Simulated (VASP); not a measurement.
Crystal: AlN.

```xyz
2
Lattice="0.0000 2.1849 2.1849 2.1849 0.0000 2.1849 2.1849 2.1849 0.0000" Properties=species:S:1:pos:R:3 pbc="T T T"
Al    0.0000    0.0000    0.0000
N     1.0924    1.0924    1.0924
```

Base run:

```yaml
Program: VASP 6.6.1
Functional: PBE0
Potentials_or_basis: VASP PAW PBE potentials, release 64 (Al, N)
Cutoff: 520 eV
k_mesh: 6 × 6 × 6
Occupations: gaussian, width 0.01 eV
Spin: no spin polarisation
```

Its results: band gap on the k mesh 5.30 eV, indirect (least direct gap 6.29 eV); pressure -0.8 GPa.

**Question.** The run is repeated on the same cell with these changes: functional from PBE0 to PBE; k mesh from 6 × 6 × 6 to 10 × 10 × 10. What comes out?

**Answer.** Band gap on the k mesh 3.32 eV, indirect (least direct gap 4.19 eV); pressure 4.3 GPa.

Several settings changed at once, so the effect can't be laid on one alone.

Caveats: the PAW data sets were made with another functional, which shifts forces and pressure a little (some runs).

A k mesh can miss the band edges.
